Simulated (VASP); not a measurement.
# OsAu2 (P6/mmm) in VASP: further runs

The runs below take OsAu2 through single point, with PBE.

Everything below comes from runs of VASP 6.6.1. Logs are shortened: lines on timing, memory, paths and dates and some standing lists are left out, and cuts for length are marked.

## 1. The cell of the first run

Symmetry: P6/mmm, No. 191, hexagonal system. The conventional cell has a = 3.691 Å, b = 3.691 Å, c = 3.985 Å, α = 90.00°, β = 90.00°, γ = 120.00°. Within 3.8 Å of Os (site symmetry 6/mmm) lie 12 Au at 2.92 Å and 6 Os at 3.69 Å. Au (site symmetry -6m2) has 3 Au at 2.13 Å within 2.8 Å.

## 2. Single point, PBE

INCAR

```
ALGO = Fast ; EDIFF = 1E-6
ENCUT = 520 ; GGA = PE
ISIF = 2 ; ISMEAR = 0
LASPH = T ; LCHARG = F
LREAL = F ; LWAVE = F
NBANDS = 22 ; NELM = 80
PREC = Accurate ; SIGMA = 0.1
```

KPOINTS

```
k-points
0
Gamma
  6 6 4
```

POSCAR

```
OsAu2
1.0
    3.6909523014      0.0000000000      0.0000000000
   -1.8454761507      3.1964584572      0.0000000000
    0.0000000000      0.0000000000      3.9852475015
Os Au
1 2
Direct
    0.0000000000      0.0000000000      0.0000000000
    0.3333333333      0.6666666667      0.5000000000
    0.6666666667      0.3333333333      0.5000000000
```

Potentials or basis: VASP PAW PBE potentials, release 64 (Os, Au).

On the command line:

```bash
> cat potpaw_PBE.64/Os/POTCAR potpaw_PBE.64/Au/POTCAR > POTCAR
> mpirun -np 1 vasp_std > vasp.out
```

OUTCAR:

```text
EDIFF = 1E-6
   ENCUT = 520
   GGA = PE
   ISIF = 2
   ISMEAR = 0
   LASPH = T
   LREAL = F
   NELM = 80
   PREC = Accurate

 ion  position               nearest neighbor table
   1  0.000  0.000  0.000-   2 2.92   3 2.92   2 2.92   3 2.92   3 2.92   3 2.92   2 2.92   2 2.92
                             3 2.92   3 2.92   2 2.92   2 2.92
   2  0.333  0.667  0.500-   3 2.13   3 2.13   3 2.13   1 2.92   1 2.92   1 2.92   1 2.92   1 2.92
                             1 2.92
   3  0.667  0.333  0.500-   2 2.13   2 2.13   2 2.13   1 2.92   1 2.92   1 2.92   1 2.92   1 2.92
                             1 2.92

  LATTYP: Found a hexagonal cell.
 ALAT       =     3.6909523014
 C/A-ratio  =     1.0797342193

  Lattice vectors:

 A1 = (   3.6909523014,   0.0000000000,   0.0000000000)
 A2 = (  -1.8454761507,   3.1964584572,   0.0000000000)
 A3 = (   0.0000000000,   0.0000000000,   3.9852475015)

Analysis of symmetry for initial positions (statically):
=====================================================================
 Subroutine PRICEL returns:
 Original cell was already a primitive cell.

 Routine SETGRP: Setting up the symmetry group for a
 hexagonal supercell.

 Subroutine GETGRP returns: Found 24 space group operations
 (whereof 24 operations were pure point group operations)
 out of a pool of 24 trial point group operations.

The static configuration has the point symmetry D_6h.

Analysis of symmetry for dynamics (positions and initial velocities):
=====================================================================
 Subroutine PRICEL returns:
 Original cell was already a primitive cell.

 Routine SETGRP: Setting up the symmetry group for a
 hexagonal supercell.

 Subroutine GETGRP returns: Found 24 space group operations
 (whereof 24 operations were pure point group operations)
 out of a pool of 24 trial point group operations.

The dynamic configuration has the point symmetry D_6h.

 Subroutine INISYM returns: Found 24 space group operations
 (whereof 24 operations are pure point group operations),
 and found     1 'primitive' translations

----------------------------------------------------------------------------------------

                                     Primitive cell

  volume of cell :      47.0179

  direct lattice vectors                    reciprocal lattice vectors
     3.690952301  0.000000000  0.000000000     0.270932789  0.156423118  0.000000000
    -1.845476151  3.196458457  0.000000000     0.000000000  0.312846237  0.000000000
     0.000000000  0.000000000  3.985247501     0.000000000  0.000000000  0.250925444

  length of vectors
     3.690952301  3.690952301  3.985247501     0.312846237  0.312846237  0.250925444

  position of ions in fractional coordinates (direct lattice)
     0.000000000  0.000000000  0.000000000
     0.333333333  0.666666667  0.500000000
     0.666666667  0.333333333  0.500000000

  ion indices of the primitive-cell ions
   primitive index   ion index
                 1           1
                 2           2
                 3           3

----------------------------------------------------------------------------------------

 KPOINTS: k-points

Automatic generation of k-mesh.
 Grid dimensions read from file:
 generate k-points for:    6    6    4

 Generating k-lattice:

  Cartesian coordinates                     Fractional coordinates (reciprocal lattice)
     0.045155465  0.026070520  0.000000000     0.166666667  0.000000000  0.000000000
     0.000000000  0.052141039  0.000000000     0.000000000  0.166666667  0.000000000
     0.000000000  0.000000000  0.062731361     0.000000000  0.000000000  0.250000000

  Length of vectors
     0.052141039  0.052141039  0.062731361

  Shift w.r.t. Gamma in fractional coordinates (k-lattice)
     0.000000000  0.000000000  0.000000000

 Subroutine IBZKPT returns following result:
 ===========================================

 Found     21 irreducible k-points:

 Following reciprocal coordinates:
            Coordinates               Weight
  0.000000  0.000000  0.000000      1.000000
  0.166667 -0.000000  0.000000      6.000000
  0.333333  0.000000  0.000000      6.000000
  0.500000  0.000000  0.000000      3.000000
  0.166667  0.166667  0.000000      6.000000
  0.333333  0.166667  0.000000     12.000000
[... 13 lines left out ...]
  0.333333  0.166667  0.500000     12.000000
  0.333333  0.333333  0.500000      2.000000
   k-points           NKPTS =     21   k-points in BZ     NKDIM =     21   number of bands    NBANDS=     22
   number of dos      NEDOS =    301   number of ions     NIONS =      3
   total plane-waves  NPLWV =  23520
   dimension x,y,z NGX =    28 NGY =   28 NGZ =   30
   dimension x,y,z NGXF=    56 NGYF=   56 NGZF=   60
   ions per type =               1   2
   NGX,Y,Z   is equivalent  to a cutoff of  12.61, 12.61, 12.51 a.u.
   NGXF,Y,Z  is equivalent  to a cutoff of  25.22, 25.22, 25.03 a.u.
 SYSTEM =  unknown system
   PREC   = accura    normal or accurate (medium, high low for compatibility)
   ISTART =      0    job   : 0-new  1-cont  2-samecut
   ICHARG =      2    charge: 1-file 2-atom 10-const
   ISPIN  =      1    spin polarized calculation?
   LNONCOLLINEAR =      F non collinear calculations
   LSORBIT =      F    spin-orbit coupling
   LASPH  =      T    aspherical Exc in radial PAW
   ENCUT  =  520.0 eV  38.22 Ry    6.18 a.u.   6.86  6.86  7.41*2*pi/ulx,y,z
   NELM   =     80;   NELMIN=  2; NELMDL= -5     # of ELM steps
   EDIFF  = 0.1E-05   stopping-criterion for ELM
   LREAL  =      F    real-space projection
   EDIFFG = 0.1E-04   stopping-criterion for IOM
   NSW    =      0    number of steps for IOM
   IBRION =     -1    ionic relax: 0-MD 1-quasi-New 2-CG
   NFREE  =      0    steps in history (QN), initial steepest desc. (CG)
   ISIF   =      2    stress and relaxation
   ISYM   =      2    0-nonsym 1-usesym 2-fastsym
   POTIM  = 0.5000    time-step for ionic-motion
   TEBEG  =    0.0;   TEEND  =   0.0 temperature during run
   PSTRESS=    0.0 pullay stress
   NELECT =      30.0000    total number of electrons
   NUPDOWN=      -1.0000    fix difference up-down
   EMIN   =  10.00;   EMAX   =-10.00  energy-range for DOS
   EFERMI =   0.00;   METHOD = LEGACY
   ISMEAR =     0;   SIGMA  =   0.10  broadening in eV -4-tet -1-fermi 0-gaus
   EFERMI_NEDOS =   21; number of points for ismear=-14 and -15
   IALGO  =     68    algorithm
   IMIX   =      4    mixing-type and parameters
     AMIX     =   0.40;   BMIX     =  1.00
     AMIX_MAG =   1.60;   BMIX_MAG =  1.00
  volume/ion in A,a.u.               =      15.67       105.76
  Fermi-wavevector in a.u.,A,eV,Ry     =   1.409379  2.663339 27.025903  1.986348
  Thomas-Fermi vector in A             =   2.531440
   LORBIT       =      0    0 simple, 1 ext, 2 COOP (PROOUT), +10 PAW based schemes
   GGA     = PE    functional components
   LHFCALC =     F    Hartree Fock is set to
   AEXX    =    0.0000 exact exchange contribution
   IVDW    =     0    specifies the selected vdW correction
   LEPSILON=     F    determine dielectric tensor
   LRPA    =     F    only Hartree local field effects (RPA)
 non-spin polarized calculation
 RMM-DIIS sequential band-by-band and
 Gauss-broadening in eV      SIGMA  =   0.10
  energy-cutoff  :      520.00
  volume of cell :       47.02
 maximum number of plane-waves:      1276
 NGX is ok and might be reduce to    28
   NGX = 13   NGY = 13   NGZ = 15

 number of electron      30.0000001 magnetization

 Free energy of the ion-electron system (eV)
  ---------------------------------------------------
  ext. energy  EPLUGINS =         0.00000000
  ---------------------------------------------------
  free energy    TOTEN  =        -5.88894635 eV

  energy without entropy =       -5.86323790  energy(sigma->0) =       -5.87609213

 E-fermi :  10.0554     XC(G=0): -13.1135

 val. band max:        9.9902340094   @ k =   0.1667   0.1667   0.2500
 cond. band min:      10.0821756567   @ k =   0.1667  -0.0000   0.5000
 fundamental gap:      0.0919416472
 Fermi energy:        10.0554326542

 k-point     1 :       0.0000    0.0000    0.0000
  band No.  band energies     occupation
      1      -1.4571      2.00000
      2       1.6385      2.00000
      3       2.5105      2.00000
      4       2.5105      2.00000
      5       3.1516      2.00000
      6       3.1516      2.00000
[... 14 lines left out ...]
     21      21.1971      0.00000
     22      21.5334      0.00000

 k-point     2 :       0.1667   -0.0000    0.0000
  band No.  band energies     occupation
      1      -0.8946      2.00000
      2       1.3907      2.00000
      3       1.8454      2.00000
      4       2.0682      2.00000
      5       2.1916      2.00000
      6       2.4234      2.00000
[... 14 lines left out ...]
     21      21.1840      0.00000
     22      23.0931      0.00000

 k-point     3 :       0.3333    0.0000    0.0000
  band No.  band energies     occupation
      1      -0.0075      2.00000
      2       0.6286      2.00000
      3       0.9414      2.00000
      4       1.7163      2.00000
      5       2.4675      2.00000
      6       2.7421      2.00000
[... 14 lines left out ...]
     21      20.0787      0.00000
     22      22.2941      0.00000

 k-point     4 :       0.5000    0.0000    0.0000
  band No.  band energies     occupation
      1      -0.4886      2.00000
      2       0.6264      2.00000
      3       1.5238      2.00000
      4       1.6458      2.00000
      5       2.6401      2.00000
      6       3.7860      2.00000
[... 14 lines left out ...]
     21      19.3136      0.00000
     22      20.5584      0.00000

 k-point     5 :       0.1667    0.1667    0.0000
  band No.  band energies     occupation
      1       0.0162      2.00000
      2       0.2386      2.00000
      3       1.4430      2.00000
      4       1.8337      2.00000
      5       2.4304      2.00000
      6       2.5028      2.00000
[... 14 lines left out ...]
     21      22.0962      0.00000
     22      22.2922      0.00000

 k-point     6 :       0.3333    0.1667    0.0000
  band No.  band energies     occupation
      1      -0.7734      2.00000
      2       1.0685      2.00000
      3       1.4107      2.00000
      4       1.5503      2.00000
      5       2.7052      2.00000
      6       3.4413      2.00000
[... 14 lines left out ...]
     21      20.0200      0.00000
     22      21.0909      0.00000

 k-point     7 :       0.3333    0.3333    0.0000
  band No.  band energies     occupation
      1      -1.1761      2.00000
      2       1.4401      2.00000
      3       1.4401      2.00000
      4       1.4857      2.00000
      5       3.3695      2.00000
      6       3.3695      2.00000
[... 249 lines left out ...]
      6       4.3453      2.00000
[... 14 lines left out ...]
     21      20.6696      0.00000
     22      20.8439      0.00000

 k-point    18 :       0.5000    0.0000    0.5000
  band No.  band energies     occupation
      1      -0.3074      2.00000
      2       0.5807      2.00000
      3       1.4513      2.00000
      4       1.7349      2.00000
      5       1.7503      2.00000
      6       4.4316      2.00000
[... 14 lines left out ...]
     21      20.0526      0.00000
     22      21.1413      0.00000

 k-point    19 :       0.1667    0.1667    0.5000
  band No.  band energies     occupation
      1      -0.0788      2.00000
      2       0.8141      2.00000
      3       1.4170      2.00000
      4       1.5544      2.00000
      5       2.4231      2.00000
      6       4.0914      2.00000
[... 14 lines left out ...]
     21      18.4547      0.00000
     22      22.0777      0.00000

 k-point    20 :       0.3333    0.1667    0.5000
  band No.  band energies     occupation
      1      -0.6104      2.00000
      2       1.0867      2.00000
      3       1.1559      2.00000
      4       1.3914      2.00000
      5       2.6716      2.00000
      6       4.3474      2.00000
[... 14 lines left out ...]
     21      17.2746      0.00000
     22      23.9711      0.00000

 k-point    21 :       0.3333    0.3333    0.5000
  band No.  band energies     occupation
      1      -0.9607      2.00000
      2       0.8797      2.00000
      3       1.4666      2.00000
      4       1.4666      2.00000
      5       3.6422      2.00000
      6       3.6422      2.00000
[... 14 lines left out ...]
     21      14.3242      0.00000
     22      24.8750      0.00000

------------------------ aborting loop because EDIFF is reached ----------------------------------------

  FORCE on cell =-STRESS in cart. coord.  units (eV):
  Direction    XX          YY          ZZ          XY          YZ          ZX
  --------------------------------------------------------------------------------------
  -------------------------------------------------------------------------------------
  Total       43.8002119     43.8002119      0.1852679     -0.0000000      0.0000000     -0.0000000
  in kB     1492.5331925   1492.5331926      6.3131772     -0.0000000      0.0000000     -0.0000000
  external PRESSURE =     997.1265208 kB  Pullay stress =       0.0000000 kB

 VOLUME and BASIS-vectors are now :
 -----------------------------------------------------------------------------
  energy-cutoff  :      520.00
  volume of cell :       47.02
      direct lattice vectors                 reciprocal lattice vectors
     3.690952301  0.000000000  0.000000000     0.270932789  0.156423118  0.000000000
    -1.845476151  3.196458457  0.000000000     0.000000000  0.312846237  0.000000000
     0.000000000  0.000000000  3.985247501     0.000000000  0.000000000  0.250925444

 POSITION                                       TOTAL-FORCE (eV/Angst)
 -----------------------------------------------------------------------------------
      0.00000      0.00000      0.00000        -0.000000      0.000000     -0.000000
     -0.00000      2.13097      1.99262         0.000000     -0.000000     -0.000000
      1.84548      1.06549      1.99262        -0.000000      0.000000      0.000000
 -----------------------------------------------------------------------------------
    total drift:                               -0.000000      0.000000     -0.000000

  FREE ENERGIE OF THE ION-ELECTRON SYSTEM (eV)
  ---------------------------------------------------
  free  energy   TOTEN  =        -5.8889463505 eV

  energy  without entropy=       -5.8632378996  energy(sigma->0) =       -5.87609213
```

Run time: 38 s. Hardware: 1 thread of Intel Xeon 8259CL, shared host; peak memory 0.17 GiB.

What came out:

| Property | Result |
| --- | --- |
| Free energy | -5.8889 eV |
| Pressure | 99.7 GPa |
| Band gap on the k mesh | zero (bands 15 and 16 overlap by 0.82 eV) |

Caveat: the k points lie up to 0.39 Å⁻¹ apart, too coarse for converged energies and pressures of a metal; spin-orbit coupling is left out, which moves the levels of the heavy elements.

[end of part 1 of 2]
